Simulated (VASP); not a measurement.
TaPb2: single point with PBE

TaPb2:

```xyz
3
Lattice="5.3879 0.0000 0.0000 -2.6940 4.6661 0.0000 0.0000 0.0000 2.9973" Properties=species:S:1:pos:R:3 pbc="T T T"
Ta    0.0000    0.0000    0.0000
Pb    0.0000    3.1107    1.4986
Pb    2.6940    1.5554    1.4986
```

| Item | Value |
| --- | --- |
| Program | VASP 6.6.1 |
| Task | single point |
| Functional | PBE |
| Potentials or basis | VASP PAW PBE potentials, release 64 (Ta_pv, Pb_d) |
| Cutoff | 520 eV |
| k mesh | 6 × 6 × 6 |
| Occupations | gaussian, width 0.1 eV |
| Spin | no spin polarisation |

```yaml
Pressure: 0.0 GPa
Band_gap_on_the_k_mesh: zero (an odd number of electrons rules out a gap without spin polarisation)
```

Levels at points of the mesh, in eV from the Fermi level:
| k point | band 17 | band 18 | band 19 | band 20 | band 21 | band 22 | band 23 | band 24 |
| --- | --- | --- | --- | --- | --- | --- | --- | --- |
| (0.00, 0.00, 0.00) | -3.79 | -2.94 | -0.48 | -0.48 | 1.16 | 2.45 | 2.45 | 2.85 |
| (0.50, 0.00, 0.00) | -3.95 | -1.55 | -0.84 | 0.97 | 2.23 | 2.23 | 2.46 | 4.26 |
| (0.00, 0.00, 0.50) | -1.81 | -1.81 | -0.82 | 0.14 | 0.14 | 0.27 | 0.27 | 3.09 |
| (0.50, 0.00, 0.50) | -3.27 | -2.91 | -0.12 | -0.10 | -0.04 | 0.67 | 2.37 | 2.45 |

It took 39 s on 1 thread of Intel(R) Xeon(R) 6975P-C (Granite Rapids) (shared host), peak memory 0.2 GiB.

Caveat: spin-orbit coupling is left out, which moves the levels of the heavy elements.
